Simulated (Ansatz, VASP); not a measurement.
# One calculation of Ta, two programs

```
Ta
1.0
    -1.65500    1.65500    1.65500
     1.65500   -1.65500    1.65500
     1.65500    1.65500   -1.65500
Ta
1
Cartesian
  0.0000 0.0000 0.0000
```

Alike in both runs: task single point; functional PBEsol; k mesh 8 × 8 × 8; occupations gaussian, width 0.1 eV; no spin polarisation.

```csv
,VASP,Ansatz
version,VASP 6.6.1,Ansatz 0.2.0
potentials or method,"VASP PAW PBE potentials, release 64 (Ta_pv), cutoff 500 eV","scalar-relativistic, plane waves, PAW"
valence electrons in the cell,11,13
```

|  | VASP | Ansatz | Ansatz less VASP |
| --- | --- | --- | --- |
| gap on the k mesh at the Fermi level (eV) | none | none | - |
| pressure (GPa) | -7.0 | -7.2 | -0.14 |

VASP's potentials were made for PBE, not for PBEsol. A gap of «none» marks a metal or a gap that the smearing closes. VASP's potentials hold 11 valence electrons a cell and Ansatz's 13, so a difference there can come from the potentials and not from the codes.

Spin-orbit coupling is off throughout.
